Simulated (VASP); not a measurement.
# TiC (Fm-3m) in VASP: single point with PBE

Aim: the single point of TiC with PBE.

Everything below comes from runs of VASP 6.6.1. Logs are shortened: lines on timing, memory, paths and dates and some standing lists are left out, and cuts for length are marked.

### Step 1. The cell of the first run

The structure is cubic, space group Fm-3m (No. 225). Conventional cell: a = 4.333 Å, b = 4.333 Å, c = 4.333 Å, α = 90.00°, β = 90.00°, γ = 90.00°. Within 2.9 Å of Ti (site symmetry m-3m) lie 6 C at 2.17 Å. C (site symmetry m-3m) has 6 Ti at 2.17 Å within 2.9 Å.

### Step 2. Single point, PBE

INCAR

```
PREC = Accurate
ENCUT = 520
EDIFF = 1E-7
ISMEAR = 0
SIGMA = 0.1
LREAL = Auto
LASPH = T
NELM = 80
ALGO = Normal
ISIF = 2
LWAVE = F
LCHARG = F
GGA = PE
NBANDS = 78
```

KPOINTS

```
regular mesh
0
Gamma
  8 8 8
```

POSCAR

```
TiC
1.0
    0.0000000000      4.3327798708     -4.3327798708
    4.3327798708      4.3327798708      0.0000000000
    4.3327798708      0.0000000000     -4.3327798708
Ti C
8 8
Direct
    0.0000000000      0.0000000000      0.5000000000
    0.0000000000      0.5000000000      0.5000000000
    0.5000000000      0.0000000000      0.5000000000
    0.5000000000      0.5000000000      0.5000000000
    0.0000000000      0.0000000000      1.0000000000
    0.0000000000      0.5000000000      1.0000000000
    0.5000000000      0.0000000000      1.0000000000
    0.5000000000      0.5000000000      1.0000000000
    0.2500000000      0.7500000000      0.2500000000
    0.2500000000      0.2500000000      0.2500000000
    0.7500000000      0.7500000000      0.2500000000
    0.7500000000      0.2500000000      0.2500000000
    0.2500000000      0.7500000000      0.7500000000
    0.2500000000      0.2500000000      0.7500000000
    0.7500000000      0.7500000000      0.7500000000
    0.7500000000      0.2500000000      0.7500000000
```

Potentials or basis: VASP PAW PBE potentials, release 64 (Ti_sv, C).

Run with:

```bash
$ cat potpaw_PBE.64/Ti_sv/POTCAR potpaw_PBE.64/C/POTCAR > POTCAR
$ mpirun -np 1 vasp_std > vasp.out
```

OUTCAR:

```text
PREC = Accurate
   ENCUT = 520
   EDIFF = 1E-7
   ISMEAR = 0
   LREAL = Auto
   LASPH = T
   NELM = 80
   ISIF = 2
   GGA = PE

 ion  position               nearest neighbor table
   1  0.000  0.000  0.500-   9 2.17  10 2.17  12 2.17  13 2.17  15 2.17  16 2.17
   2  0.000  0.500  0.500-   9 2.17  10 2.17  11 2.17  14 2.17  15 2.17  16 2.17
   3  0.500  0.000  0.500-  10 2.17  11 2.17  12 2.17  13 2.17  14 2.17  15 2.17
   4  0.500  0.500  0.500-   9 2.17  11 2.17  12 2.17  13 2.17  14 2.17  16 2.17
   5  0.000  0.000  0.000-   9 2.17  11 2.17  12 2.17  13 2.17  14 2.17  16 2.17
   6  0.000  0.500  0.000-  10 2.17  11 2.17  12 2.17  13 2.17  14 2.17  15 2.17
[... 8 lines left out ...]
  15  0.750  0.750  0.750-   1 2.17   2 2.17   3 2.17   6 2.17   7 2.17   8 2.17
  16  0.750  0.250  0.750-   1 2.17   2 2.17   4 2.17   5 2.17   7 2.17   8 2.17

  LATTYP: Found a face centered cubic cell.
 ALAT       =     8.6655597416

  Lattice vectors:

 A1 = (   0.0000000000,   4.3327798708,  -4.3327798708)
 A2 = (   4.3327798708,   4.3327798708,   0.0000000000)
 A3 = (   4.3327798708,   0.0000000000,  -4.3327798708)

Analysis of symmetry for initial positions (statically):
=====================================================================
 Subroutine PRICEL returns following result:

  LATTYP: Found a face centered cubic cell.
 ALAT       =     4.3327798708

  Lattice vectors:

 A1 = (   0.0000000000,   2.1663899354,  -2.1663899354)
 A2 = (   2.1663899354,   2.1663899354,   0.0000000000)
 A3 = (   2.1663899354,   0.0000000000,  -2.1663899354)

   8 primitive cells build up your supercell.

 Routine SETGRP: Setting up the symmetry group for a
 face centered cubic supercell.

 Subroutine GETGRP returns: Found 48 space group operations
 (whereof 48 operations were pure point group operations)
 out of a pool of 48 trial point group operations.

The static configuration has the point symmetry O_h .

Analysis of symmetry for dynamics (positions and initial velocities):
=====================================================================
 Subroutine PRICEL returns following result:

  LATTYP: Found a face centered cubic cell.
 ALAT       =     4.3327798708

  Lattice vectors:

 A1 = (   0.0000000000,   2.1663899354,  -2.1663899354)
 A2 = (   2.1663899354,   2.1663899354,   0.0000000000)
 A3 = (   2.1663899354,   0.0000000000,  -2.1663899354)

   8 primitive cells build up your supercell.

 Routine SETGRP: Setting up the symmetry group for a
 face centered cubic supercell.

 Subroutine GETGRP returns: Found 48 space group operations
 (whereof 48 operations were pure point group operations)
 out of a pool of 48 trial point group operations.

The dynamic configuration has the point symmetry O_h .

 Subroutine INISYM returns: Found 48 space group operations
 (whereof 48 operations are pure point group operations),
 and found     8 'primitive' translations

----------------------------------------------------------------------------------------

                                     Primitive cell

  volume of cell :      20.3348

  direct lattice vectors                    reciprocal lattice vectors
     0.000000000  2.166389935 -2.166389935    -0.230798709  0.230798709 -0.230798709
     2.166389935  2.166389935  0.000000000     0.230798709  0.230798709  0.230798709
     2.166389935  0.000000000 -2.166389935     0.230798709 -0.230798709 -0.230798709

  length of vectors
     3.063738028  3.063738028  3.063738028     0.399755090  0.399755090  0.399755090

  position of ions in fractional coordinates (direct lattice)
     0.000000000  0.000000000  1.000000000
     0.500000000  0.500000000  0.500000000

  ion indices of the primitive-cell ions
   primitive index   ion index
                 1           1
                 2           9

----------------------------------------------------------------------------------------

 KPOINTS: regular mesh

Automatic generation of k-mesh.
 Grid dimensions read from file:
 generate k-points for:    8    8    8

 Generating k-lattice:

  Cartesian coordinates                     Fractional coordinates (reciprocal lattice)
    -0.014424919  0.014424919 -0.014424919     0.125000000  0.000000000  0.000000000
     0.014424919  0.014424919  0.014424919     0.000000000  0.125000000  0.000000000
     0.014424919 -0.014424919 -0.014424919     0.000000000  0.000000000  0.125000000

  Length of vectors
     0.024984693  0.024984693  0.024984693

  Shift w.r.t. Gamma in fractional coordinates (k-lattice)
     0.000000000  0.000000000  0.000000000

 Subroutine IBZKPT returns following result:
 ===========================================

 Found     29 irreducible k-points:

 Following reciprocal coordinates:
            Coordinates               Weight
  0.000000  0.000000  0.000000      1.000000
  0.125000  0.000000  0.000000      8.000000
  0.250000  0.000000  0.000000      8.000000
  0.375000  0.000000  0.000000      8.000000
  0.500000  0.000000  0.000000      4.000000
  0.125000  0.125000  0.000000      6.000000
[... 16 lines left out ...]
  0.500000  0.250000  0.125000     48.000000
 -0.375000  0.250000  0.125000     24.000000
 [... further k-points ...]
   k-points           NKPTS =     29   k-points in BZ     NKDIM =     29   number of bands    NBANDS=     78
   number of dos      NEDOS =    301   number of ions     NIONS =     16
   total plane-waves  NPLWV = 110592
   dimension x,y,z NGX =    48 NGY =   48 NGZ =   48
   dimension x,y,z NGXF=    96 NGYF=   96 NGZF=   96
   ions per type =               8   8
   NGX,Y,Z   is equivalent  to a cutoff of  13.02, 13.02, 13.02 a.u.
   NGXF,Y,Z  is equivalent  to a cutoff of  26.05, 26.05, 26.05 a.u.
 SYSTEM =  unknown system
   PREC   = accura    normal or accurate (medium, high low for compatibility)
   ISTART =      0    job   : 0-new  1-cont  2-samecut
   ICHARG =      2    charge: 1-file 2-atom 10-const
   ISPIN  =      1    spin polarized calculation?
   LNONCOLLINEAR =      F non collinear calculations
   LSORBIT =      F    spin-orbit coupling
   LASPH  =      T    aspherical Exc in radial PAW
   ENCUT  =  520.0 eV  38.22 Ry    6.18 a.u.  11.39 11.39 11.39*2*pi/ulx,y,z
   NELM   =     80;   NELMIN=  2; NELMDL= -5     # of ELM steps
   EDIFF  = 0.1E-06   stopping-criterion for ELM
   LREAL  =      T    real-space projection
   EDIFFG = 0.1E-05   stopping-criterion for IOM
   NSW    =      0    number of steps for IOM
   IBRION =     -1    ionic relax: 0-MD 1-quasi-New 2-CG
   NFREE  =      0    steps in history (QN), initial steepest desc. (CG)
   ISIF   =      2    stress and relaxation
   ISYM   =      2    0-nonsym 1-usesym 2-fastsym
   POTIM  = 0.5000    time-step for ionic-motion
   TEBEG  =    0.0;   TEEND  =   0.0 temperature during run
   PSTRESS=    0.0 pullay stress
   NELECT =     128.0000    total number of electrons
   NUPDOWN=      -1.0000    fix difference up-down
   EMIN   =  10.00;   EMAX   =-10.00  energy-range for DOS
   EFERMI =   0.00;   METHOD = LEGACY
   ISMEAR =     0;   SIGMA  =   0.10  broadening in eV -4-tet -1-fermi 0-gaus
   EFERMI_NEDOS =   21; number of points for ismear=-14 and -15
   IALGO  =     38    algorithm
   IMIX   =      4    mixing-type and parameters
     AMIX     =   0.40;   BMIX     =  1.00
     AMIX_MAG =   1.60;   BMIX_MAG =  1.00
  volume/ion in A,a.u.               =      10.17        68.61
  Fermi-wavevector in a.u.,A,eV,Ry     =   1.511361  2.856058 31.078590  2.284212
  Thomas-Fermi vector in A             =   2.621428
   LORBIT       =      0    0 simple, 1 ext, 2 COOP (PROOUT), +10 PAW based schemes
   GGA     = PE    functional components
   LHFCALC =     F    Hartree Fock is set to
   AEXX    =    0.0000 exact exchange contribution
   IVDW    =     0    specifies the selected vdW correction
   LEPSILON=     F    determine dielectric tensor
   LRPA    =     F    only Hartree local field effects (RPA)
 non-spin polarized calculation
 Gauss-broadening in eV      SIGMA  =   0.10
  energy-cutoff  :      520.00
  volume of cell :      162.68
 maximum number of plane-waves:      4405
 NGX is ok and might be reduce to    48
   NGX = 23   NGY = 23   NGZ = 23

 number of electron     128.0000000 magnetization

 Free energy of the ion-electron system (eV)
  ---------------------------------------------------
  ext. energy  EPLUGINS =         0.00000000
  ---------------------------------------------------
  free energy    TOTEN  =      -149.68117822 eV

  energy without entropy =     -149.66489131  energy(sigma->0) =     -149.67303477

 E-fermi :   9.3957     XC(G=0): -12.6931

 val. band max:        9.3767606384   @ k =  -0.1250   0.1250   0.0000
 cond. band min:       9.3980513914   @ k =   0.2500   0.2500   0.0000
 fundamental gap:      0.0212907530
 Fermi energy:         9.3956851702

 k-point     1 :       0.0000    0.0000    0.0000
  band No.  band energies     occupation
      1     -47.1903      2.00000
      2     -47.1178      2.00000
      3     -47.1178      2.00000
      4     -47.1178      2.00000
      5     -47.1178      2.00000
      6     -47.0939      2.00000
[... 68 lines left out ...]
     75      12.1063      0.00000
     76      12.3129      0.00000

 k-point     2 :       0.1250    0.0000    0.0000
  band No.  band energies     occupation
      1     -47.1876      2.00000
      2     -47.1206      2.00000
      3     -47.1169      2.00000
      4     -47.1169      2.00000
      5     -47.1169      2.00000
      6     -47.0948      2.00000
[... 68 lines left out ...]
     75      12.2128      0.00000
     76      12.2169      0.00000

 k-point     3 :       0.2500    0.0000    0.0000
  band No.  band energies     occupation
      1     -47.1798      2.00000
      2     -47.1285      2.00000
      3     -47.1143      2.00000
      4     -47.1143      2.00000
      5     -47.1143      2.00000
      6     -47.0974      2.00000
[... 1648 lines left out ...]
     75      12.1856      0.00000
     76      12.3246      0.00000

 k-point    24 :      -0.3750    0.2500    0.1250
  band No.  band energies     occupation
      1     -47.1489      2.00000
      2     -47.1489      2.00000
      3     -47.1187      2.00000
      4     -47.1187      2.00000
      5     -47.1042      2.00000
      6     -47.1042      2.00000
[... 68 lines left out ...]
     75      12.3499      0.00000
     76      12.3516      0.00000

 [... further k-points ...]

 [bands above 76 left out]

------------------------ aborting loop because EDIFF is reached ----------------------------------------

  FORCE on cell =-STRESS in cart. coord.  units (eV):
  Direction    XX          YY          ZZ          XY          YZ          ZX
  --------------------------------------------------------------------------------------
  -------------------------------------------------------------------------------------
  Total        0.0016911      0.0016911      0.0016911     -0.0000000     -0.0000000     -0.0000000
  in kB        0.0166550      0.0166550      0.0166550     -0.0000000     -0.0000000     -0.0000000
  external PRESSURE =       0.0166550 kB  Pullay stress =       0.0000000 kB

 VOLUME and BASIS-vectors are now :
 -----------------------------------------------------------------------------
  energy-cutoff  :      520.00
  volume of cell :      162.68
      direct lattice vectors                 reciprocal lattice vectors
     0.000000000  4.332779871 -4.332779871    -0.115399354  0.115399354 -0.115399354
     4.332779871  4.332779871  0.000000000     0.115399354  0.115399354  0.115399354
     4.332779871  0.000000000 -4.332779871     0.115399354 -0.115399354 -0.115399354

 POSITION                                       TOTAL-FORCE (eV/Angst)
 -----------------------------------------------------------------------------------
      2.16639      0.00000     -2.16639         0.000000      0.000000     -0.000000
      4.33278      2.16639     -2.16639         0.000000      0.000000      0.000000
      2.16639      2.16639     -4.33278        -0.000000     -0.000000     -0.000000
      4.33278      4.33278     -4.33278         0.000000     -0.000000      0.000000
      0.00000      0.00000      0.00000        -0.000000      0.000000      0.000000
      2.16639      2.16639      0.00000         0.000000     -0.000000      0.000000
[... 8 lines left out ...]
      6.49917      6.49917     -6.49917         0.000000     -0.000000     -0.000000
      4.33278      4.33278     -6.49917         0.000000      0.000000     -0.000000
 -----------------------------------------------------------------------------------
    total drift:                                0.000000      0.000000     -0.000000

  FREE ENERGIE OF THE ION-ELECTRON SYSTEM (eV)
  ---------------------------------------------------
  free  energy   TOTEN  =      -149.6811782247 eV

  energy  without entropy=     -149.6648913082  energy(sigma->0) =     -149.67303477
```

Run time: 11 min. Hardware: 1 thread of Intel Xeon Platinum 8488C (Sapphire Rapids), shared host; peak memory 0.45 GiB.

What came out:

```
Free energy            : -149.6812 eV
Pressure               : 0.0 GPa
Band gap on the k mesh : zero (bands 64 and 65 overlap by 0.79 eV)
```

The gap in the log of VASP goes by the Fermi energy; the results here count the filled bands.